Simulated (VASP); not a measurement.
# Hf (P6_3/mmc) in VASP: notebook

The runs below take Hf through relaxation of cell and atoms, single point, with PBEsol-based screened hybrid with 25 % exact exchange, LDA, PBE.

Program: VASP 6.6.1. These are calculated values, not measurements. Logs are shortened: lines on timing, memory, paths and dates and some standing lists are left out, and cuts for length are marked.

## 1. The cell of the first run

The structure is hexagonal, space group P6_3/mmc (No. 194). The conventional cell has a = 3.197 Å, b = 3.197 Å, c = 5.058 Å, α = 90.00°, β = 90.00°, γ = 120.00°. Hf (site symmetry -6m2) has 12 Hf at 3.13 to 3.20 Å within 4.1 Å.

## 2. Relaxation of cell and atoms, PBEsol-based screened hybrid with 25 % exact exchange

Contents of POSCAR:

```
Hf
1.0
    3.1967000000      0.0000000000      0.0000000000
   -1.5983500000      2.7684234083      0.0000000000
    0.0000000000      0.0000000000      5.0578000000
Hf
2
Direct
    0.6666666667      0.3333333333      0.7500000000
    0.3333333333      0.6666666667      0.2500000000
```

Contents of INCAR.step1:

```
ALGO = Normal
EDIFF = 1E-5
ENCUT = 600
GGA = PE
ISMEAR = -1
LASPH = T
LCHARG = F
LREAL = F
LWAVE = T
NBANDS = 17
NELM = 60
PREC = Accurate
SIGMA = 0.05
```

Contents of INCAR.step2:

```
AEXX = 0.25
ALGO = Normal
EDIFF = 1E-6
EDIFFG = -0.01
ENCUT = 600
GGA = PS
HFSCREEN = 0.207
IBRION = 2
ISIF = 3
ISMEAR = -1
ISTART = 1
LASPH = T
LCHARG = F
LHFCALC = T
LREAL = F
LWAVE = F
NELM = 60
NSW = 60
PREC = Accurate
PRECFOCK = Normal
SIGMA = 0.05
```

Contents of KPOINTS:

```
k-points
0
Gamma
  5 5 3
```

Potentials or basis: VASP PAW PBE potentials, release 64 (Hf_pv).

Command:

```sh
> cat potpaw_PBE.64/Hf_pv/POTCAR > POTCAR
> cp INCAR.step1 INCAR
> mpirun -np 1 vasp_std > vasp.out
> cp INCAR.step2 INCAR
> mpirun -np 1 vasp_std > vasp.out
```

OUTCAR:

```text
AEXX = 0.25
   EDIFF = 1E-6
   EDIFFG = -0.01
   ENCUT = 600
   GGA = PS
   HFSCREEN = 0.207
   IBRION = 2
   ISIF = 3
   ISMEAR = -1
   ISTART = 1
   LASPH = T
   LHFCALC = T
   LREAL = F
   NELM = 60
   NSW = 60
   PREC = Accurate
   PRECFOCK = Normal

 ion  position               nearest neighbor table
   1  0.667  0.333  0.750-   2 3.13   2 3.13   2 3.13   2 3.13   2 3.13   2 3.13
   2  0.333  0.667  0.250-   1 3.13   1 3.13   1 3.13   1 3.13   1 3.13   1 3.13

  LATTYP: Found a hexagonal cell.
 ALAT       =     3.1967000000
 C/A-ratio  =     1.5821941377

  Lattice vectors:

 A1 = (   3.1967000000,   0.0000000000,   0.0000000000)
 A2 = (  -1.5983500000,   2.7684234083,   0.0000000000)
 A3 = (   0.0000000000,   0.0000000000,   5.0578000000)

Analysis of symmetry for initial positions (statically):
=====================================================================
 Subroutine PRICEL returns:
 Original cell was already a primitive cell.

 Routine SETGRP: Setting up the symmetry group for a
 hexagonal supercell.

 Subroutine GETGRP returns: Found 24 space group operations
 (whereof 12 operations were pure point group operations)
 out of a pool of 24 trial point group operations.

The static configuration has the point symmetry D_3d.
 The point group associated with its full space group is D_6h.

Analysis of symmetry for dynamics (positions and initial velocities):
=====================================================================
 Subroutine PRICEL returns:
 Original cell was already a primitive cell.

 Routine SETGRP: Setting up the symmetry group for a
 hexagonal supercell.

 Subroutine GETGRP returns: Found 24 space group operations
 (whereof 12 operations were pure point group operations)
 out of a pool of 24 trial point group operations.

The dynamic configuration has the point symmetry D_3d.
 The point group associated with its full space group is D_6h.

 Subroutine INISYM returns: Found 24 space group operations
 (whereof 12 operations are pure point group operations),
 and found     1 'primitive' translations

----------------------------------------------------------------------------------------

                                     Primitive cell

  volume of cell :      44.7606

  direct lattice vectors                    reciprocal lattice vectors
     3.196700000  0.000000000  0.000000000     0.312822598  0.180608211  0.000000000
    -1.598350000  2.768423408  0.000000000     0.000000000  0.361216423  0.000000000
     0.000000000  0.000000000  5.057800000     0.000000000  0.000000000  0.197714421

  length of vectors
     3.196700000  3.196700000  5.057800000     0.361216423  0.361216423  0.197714421

  position of ions in fractional coordinates (direct lattice)
     0.666666667  0.333333333  0.750000000
     0.333333333  0.666666667  0.250000000

  ion indices of the primitive-cell ions
   primitive index   ion index
                 1           1
                 2           2

----------------------------------------------------------------------------------------

 KPOINTS: k-points

Automatic generation of k-mesh.
 Grid dimensions read from file:
 generate k-points for:    5    5    3

 Generating k-lattice:

  Cartesian coordinates                     Fractional coordinates (reciprocal lattice)
     0.062564520  0.036121642  0.000000000     0.200000000 -0.000000000  0.000000000
     0.000000000  0.072243285  0.000000000     0.000000000  0.200000000  0.000000000
     0.000000000  0.000000000  0.065904807     0.000000000  0.000000000  0.333333333

  Length of vectors
     0.072243285  0.072243285  0.065904807

  Shift w.r.t. Gamma in fractional coordinates (k-lattice)
     0.000000000  0.000000000  0.000000000

 Subroutine IBZKPT returns following result:
 ===========================================

 Found     10 irreducible k-points:

 Following reciprocal coordinates:
            Coordinates               Weight
  0.000000  0.000000  0.000000      1.000000
  0.200000  0.000000  0.000000      6.000000
  0.400000  0.000000  0.000000      6.000000
  0.200000  0.200000  0.000000      6.000000
  0.400000  0.200000  0.000000      6.000000
  0.000000  0.000000  0.333333      2.000000
  0.200000  0.000000  0.333333     12.000000
  0.400000  0.000000  0.333333     12.000000
  0.200000  0.200000  0.333333     12.000000
  0.400000  0.200000  0.333333     12.000000
   k-points           NKPTS =     10   k-points in BZ     NKDIM =     75   number of bands    NBANDS=     14
   number of dos      NEDOS =    301   number of ions     NIONS =      2
   total plane-waves  NPLWV =  31360
   dimension x,y,z NGX =    28 NGY =   28 NGZ =   40
   dimension x,y,z NGXF=    56 NGYF=   56 NGZF=   80
   ions per type =               2
   NGX,Y,Z   is equivalent  to a cutoff of  14.56, 14.56, 13.15 a.u.
   NGXF,Y,Z  is equivalent  to a cutoff of  29.12, 29.12, 26.30 a.u.
 SYSTEM =  unknown system
   PREC   = accura    normal or accurate (medium, high low for compatibility)
   ISTART =      1    job   : 0-new  1-cont  2-samecut
   ICHARG =      0    charge: 1-file 2-atom 10-const
   ISPIN  =      1    spin polarized calculation?
   LNONCOLLINEAR =      F non collinear calculations
   LSORBIT =      F    spin-orbit coupling
   LASPH  =      T    aspherical Exc in radial PAW
   ENCUT  =  600.0 eV  44.10 Ry    6.64 a.u.   6.38  6.38 10.10*2*pi/ulx,y,z
   NELM   =     60;   NELMIN=  2; NELMDL=  0     # of ELM steps
   EDIFF  = 0.1E-05   stopping-criterion for ELM
   LREAL  =      F    real-space projection
   EDIFFG = -.1E-01   stopping-criterion for IOM
   NSW    =     60    number of steps for IOM
   IBRION =      2    ionic relax: 0-MD 1-quasi-New 2-CG
   NFREE  =      1    steps in history (QN), initial steepest desc. (CG)
   ISIF   =      3    stress and relaxation
   ISYM   =      3    0-nonsym 1-usesym 2-fastsym
   POTIM  = 0.5000    time-step for ionic-motion
   TEBEG  =    0.0;   TEEND  =   0.0 temperature during run
   PSTRESS=    0.0 pullay stress
   NELECT =      20.0000    total number of electrons
   NUPDOWN=      -1.0000    fix difference up-down
   EMIN   =  10.00;   EMAX   =-10.00  energy-range for DOS
   EFERMI =   0.00;   METHOD = LEGACY
   ISMEAR =    -1;   SIGMA  =   0.05  broadening in eV -4-tet -1-fermi 0-gaus
   EFERMI_NEDOS =   21; number of points for ismear=-14 and -15
   IALGO  =     38    algorithm
   IMIX   =      1    mixing-type and parameters
     AMIX     =   0.40;   BMIX     =  1.00
     AMIX_MAG =   1.60;   BMIX_MAG =  1.00
  volume/ion in A,a.u.               =      22.38       151.03
  Fermi-wavevector in a.u.,A,eV,Ry     =   1.251563  2.365112 21.312311  1.566411
  Thomas-Fermi vector in A             =   2.385505
   LORBIT       =      0    0 simple, 1 ext, 2 COOP (PROOUT), +10 PAW based schemes
   GGA     = PS    functional components
   LHFCALC =     T    Hartree Fock is set to
   PRECFOCK=normal    Normal, Fast or Accurate (Low or Medium for compatibility)
   ENCUT4O =  -1.0   cutoff for four orbital integrals eV
   NKREDX  =     1    reduce k-point grid by
   NKREDY  =     1    reduce k-point grid by
   NKREDZ  =     1    reduce k-point grid by
   AEXX    =    0.2500 exact exchange contribution
   HFSCREEN=    0.2070 screening length (either q_TF or 0.3 A-1)
   HFSCREENC=   0.2070 screening length for correlation (either q_TF or 0.3 A-1)
   ENCUTFOCK=  -1.0 apply spherical cutoff to Coloumb kernel
   IVDW    =     0    specifies the selected vdW correction
   LEPSILON=     F    determine dielectric tensor
   LRPA    =     F    only Hartree local field effects (RPA)
 conjugate gradient relaxation of ions
 non-spin polarized calculation
  energy-cutoff  :      600.00
  volume of cell :       44.76
 maximum number of plane-waves:      1516
 NGX is ok and might be reduce to    28
  NGX = 20; NGY = 20; NGZ = 32

--------------------------------------- Ionic step        1  -------------------------------------------

 number of electron      20.0000001 magnetization

 Free energy of the ion-electron system (eV)
  ---------------------------------------------------
  ext. energy  EPLUGINS =         0.00000000
  ---------------------------------------------------
  free energy    TOTEN  =       -23.26686113 eV

  energy without entropy =      -23.24534788  energy(sigma->0) =      -23.25610451

------------------------ aborting loop because EDIFF is reached ----------------------------------------

  FORCE on cell =-STRESS in cart. coord.  units (eV):
  Direction    XX          YY          ZZ          XY          YZ          ZX
  --------------------------------------------------------------------------------------
  -------------------------------------------------------------------------------------
  Total       -0.9564600     -0.9564600     -1.8462608      0.0000000     -0.0000000     -0.0000000
  in kB      -34.2358686    -34.2358686    -66.0857139      0.0000000     -0.0000000     -0.0000000
  external PRESSURE =     -44.8524837 kB  Pullay stress =       0.0000000 kB
[... 201 lines left out ...]
  energy  without entropy=      -23.2882864233  energy(sigma->0) =      -23.29532257

--------------------------------------- Ionic step        7  -------------------------------------------

 number of electron      20.0000003 magnetization

 Free energy of the ion-electron system (eV)
  ---------------------------------------------------
  ext. energy  EPLUGINS =         0.00000000
  ---------------------------------------------------
  free energy    TOTEN  =       -23.30235728 eV

  energy without entropy =      -23.28820511  energy(sigma->0) =      -23.29528120

 E-fermi :   5.0616     XC(G=0):  -9.4910

 val. band max:        4.8636755625   @ k =   0.2000   0.0000   0.3333
 cond. band min:       5.0655496533   @ k =   0.4000   0.2000   0.3333
 fundamental gap:      0.2018740907
 Fermi energy:         5.0616343209

 k-point     1 :       0.0000    0.0000    0.0000
  band No.  band energies     occupation
      1     -28.4708      2.00000
      2     -27.4933      2.00000
      3     -27.4933      2.00000
      4     -27.3113      2.00000
      5     -27.3113      2.00000
      6     -27.2964      2.00000
      7      -3.5971      2.00000
      8       0.7268      2.00000
      9       5.9236      0.00000
     10       6.4686      0.00000
     11       6.4686      0.00000
     12       7.3572      0.00000
     13       7.6343      0.00000
     14       7.6343      0.00000
[... 180 lines left out ...]
  FREE ENERGIE OF THE ION-ELECTRON SYSTEM (eV)
  ---------------------------------------------------
  free  energy   TOTEN  =       -23.3023572850 eV

  energy  without entropy=      -23.2882051074  energy(sigma->0) =      -23.29528120

 reached required accuracy - stopping structural energy minimisation
```

Run time: 82 min. Hardware: 1 thread of AMD EPYC 7R13 (Zen 3), shared host; peak memory 0.26 GiB.

Results:

- Free energy: -23.3024 eV
- Relaxed volume: 21.50 Å³/atom
- Relaxed cell: a = 3.187 Å, b = 3.187 Å, c = 4.888 Å, α = 90.00°, β = 90.00°, γ = 120.00°
- Space group after relaxing (to 0.1 Å): P6_3/mmc (No. 194)
- Energy gained by relaxing: 17.7 meV/atom
- Ionic steps: 7
- Pressure after relaxing: -0.1 GPa
- Band gap on the k mesh: zero (bands 10 and 11 overlap by 1.40 eV)

Step by step:
```csv
step,energy change (eV),largest force (eV/Å),pressure (GPa),volume (Å³)
1,0.0000,0.0000,-4.49,44.76
2,0.0098,0.0000,6.82,40.82
3,-0.0302,0.0000,0.42,42.88
4,-0.0352,0.0000,0.12,42.94
5,-0.0355,0.0000,0.07,42.96
6,-0.0355,0.0000,0.06,42.96
7,-0.0355,0.0000,-0.06,43.00
```

Final structure:
```xyz
2
Lattice="3.1875 0.0000 0.0000 -1.5937 2.7605 0.0000 0.0000 0.0000 4.8875" Properties=species:S:1:pos:R:3 pbc="T T T"
Hf    1.5937    0.9201    3.6656
Hf    0.0000    1.8403    1.2219
```

Levels at points of the mesh, in eV from the Fermi level:
```tsv
k point	band 7	band 8	band 9	band 10	band 11	band 12	band 13	band 14
(0.00, 0.00, 0.00)	-8.66	-4.33	0.86	1.41	1.41	2.30	2.57	2.57
```

Caveat: the k points lie up to 0.46 Å⁻¹ apart in the final cell, too coarse for converged energies and pressures of a metal; the PAW data sets were made with another functional, which shifts forces and pressure a little; spin-orbit coupling is left out, which moves the levels of the heavy elements.

## 3. Single point, LDA

Contents of INCAR:

```
PREC = Accurate
ENCUT = 520
EDIFF = 1E-6
ISMEAR = 1
SIGMA = 0.2
LREAL = F
LASPH = T
NELM = 80
ALGO = Fast
ISIF = 2
LWAVE = F
LCHARG = T
LELF = T
LVHAR = T
NBANDS = 17
```

Contents of KPOINTS:

```
Automatic mesh
0
Gamma
  10 10 5
```

POSCAR is that of step 2.

Potentials or basis: VASP PAW LDA potentials, release 64 (Hf_pv).

Command:

```sh
> cat potpaw_LDA.64/Hf_pv/POTCAR > POTCAR
> mpirun -np 1 vasp_std > vasp.out
```

It took 17 s on 1 thread of Intel Xeon Platinum 8488C (Sapphire Rapids), shared host; peak memory 0.15 GiB.

It converged, with:

```
Free energy            : -21.3129 eV
Pressure               : -7.8 GPa
Band gap on the k mesh : zero (bands 10 and 11 overlap by 1.44 eV)
```

Stress tensor (GPa, compression positive):
```
-7.63  0.00  0.00
 0.00 -7.63  0.00
 0.00  0.00 -8.23
```

Levels at points of the mesh, in eV from the Fermi level:
```csv
k point,band 7,band 8,band 9,band 10,band 11,band 12,band 13,band 14
"(0.00, 0.00, 0.00)",-7.31,-3.70,0.80,1.12,1.12,1.39,1.93,1.93
"(0.50, 0.00, 0.00)",-3.32,-2.75,-2.22,-0.70,0.72,0.87,1.65,5.80
```

Caveat: the cell stands under tension; spin-orbit coupling is left out, which moves the levels of the heavy elements.

## 4. Single point, PBE

Contents of INCAR:

```
PREC     = Accurate       # precision mode
ENCUT    = 520            # plane-wave cutoff, eV
EDIFF    = 1E-6           # SCF threshold, eV
ISMEAR   = 0              # smearing method
SIGMA    = 0.05           # smearing width, eV
LREAL    = F              # projectors in reciprocal space
LASPH    = T              # aspherical terms in the spheres
NELM     = 60             # most SCF steps
ALGO     = Fast           # electronic algorithm
ISIF     = 2              # what is computed and relaxed
LWAVE    = F              # write WAVECAR
LCHARG   = F              # write CHGCAR
GGA      = PE             # functional
NBANDS   = 17             # bands
```

KPOINTS is that of step 3.

POSCAR is that of step 3.

Potentials or basis: VASP PAW PBE potentials, release 64 (Hf_pv).

Command:

```sh
> cat potpaw_PBE.64/Hf_pv/POTCAR > POTCAR
> mpirun -np 1 vasp_std > vasp.out
```

OUTCAR:

```text
PREC = Accurate
   ENCUT = 520
   EDIFF = 1E-6
   ISMEAR = 0
   LREAL = F
   LASPH = T
   NELM = 60
   ISIF = 2
   GGA = PE

 ion  position               nearest neighbor table
   1  0.667  0.333  0.750-   2 3.13   2 3.13   2 3.13   2 3.13   2 3.13   2 3.13
   2  0.333  0.667  0.250-   1 3.13   1 3.13   1 3.13   1 3.13   1 3.13   1 3.13

  LATTYP: Found a hexagonal cell.
 ALAT       =     3.1967000000
 C/A-ratio  =     1.5821941377

  Lattice vectors:

[... 194 lines left out ...]
      4     -25.2959      2.00000
      5     -25.2882      2.00000
      6     -25.2882      2.00000
[... 457 lines left out ...]
      4     -25.5848      2.00000
      5     -25.4917      2.00000
      6     -25.4193      2.00000
[... 9 lines left out ...]
     16      10.8525      0.00000
     17      11.6808      0.00000

 [... further k-points ...]
[... 5 lines left out ...]
  --------------------------------------------------------------------------------------
  -------------------------------------------------------------------------------------
  Total        0.1197146      0.1197146     -0.0138948     -0.0000000      0.0000000     -0.0000000
  in kB        4.2851073      4.2851073     -0.4973543     -0.0000000      0.0000000     -0.0000000
  external PRESSURE =       2.6909534 kB  Pullay stress =       0.0000000 kB

 VOLUME and BASIS-vectors are now :
 -----------------------------------------------------------------------------
  energy-cutoff  :      520.00
  volume of cell :       44.76
      direct lattice vectors                 reciprocal lattice vectors
     3.196700000  0.000000000  0.000000000     0.312822598  0.180608211  0.000000000
    -1.598350000  2.768423408  0.000000000     0.000000000  0.361216423  0.000000000
     0.000000000  0.000000000  5.057800000     0.000000000  0.000000000  0.197714421

 POSITION                                       TOTAL-FORCE (eV/Angst)
 -----------------------------------------------------------------------------------
      1.59835      0.92281      3.79335         0.000000      0.000000      0.000000
     -0.00000      1.84562      1.26445        -0.000000     -0.000000      0.000000
 -----------------------------------------------------------------------------------
    total drift:                               -0.000000      0.000000     -0.000000

  FREE ENERGIE OF THE ION-ELECTRON SYSTEM (eV)
  ---------------------------------------------------
  free  energy   TOTEN  =       -19.8506515606 eV

  energy  without entropy=      -19.8487326650  energy(sigma->0) =      -19.84969211
```

Run time: 16 s. Hardware: 1 thread of Intel Xeon Platinum 8488C (Sapphire Rapids), shared host; peak memory 0.17 GiB.

Results:

* Free energy: -19.8507 eV
* Pressure: 0.3 GPa
* Band gap on the k mesh: zero (bands 10 and 11 overlap by 1.50 eV)

Caveat: spin-orbit coupling is left out, which moves the levels of the heavy elements.

## 5. The runs side by side

| task | level | potentials or basis | cell | k mesh | cutoff (eV) | smearing | grid for exact exchange (PRECFOCK) | share of exact exchange | screening parameter | gap on the mesh (eV) | pressure (GPa) |
| --- | --- | --- | --- | --- | --- | --- | --- | --- | --- | --- | --- |
| relaxation of cell and atoms | PBEsol-based screened hybrid with 25 % exact exchange | VASP PAW PBE potentials, release 64 (Hf_pv) | relaxed | 5 × 5 × 3 | 600 | fermi-dirac 0.05 eV | Normal | 0.25 | 0.207 1/Å | none | -0.1 |
| single point | LDA | VASP PAW LDA potentials, release 64 (Hf_pv) | as given | 10 × 10 × 5 | 520 | methfessel-paxton 0.2 eV | - | - | - | none | -7.8 |
| single point | PBE | VASP PAW PBE potentials, release 64 (Hf_pv) | as given | 10 × 10 × 5 | 520 | gaussian 0.05 eV | - | - | - | none | 0.3 |

Alike in all rows: no spin polarisation.

Caveats: some runs use coarse meshes; spin-orbit coupling is left out, which moves the levels of the heavy elements; the PAW data sets were made with another functional, which shifts forces and pressure a little (at least some runs); the cell stands under tension (at least some runs).

Total energies depend on the potentials used, so only differences within one code and one set of settings carry meaning.

The gap in the log of VASP goes by the Fermi energy; the results here count the filled bands.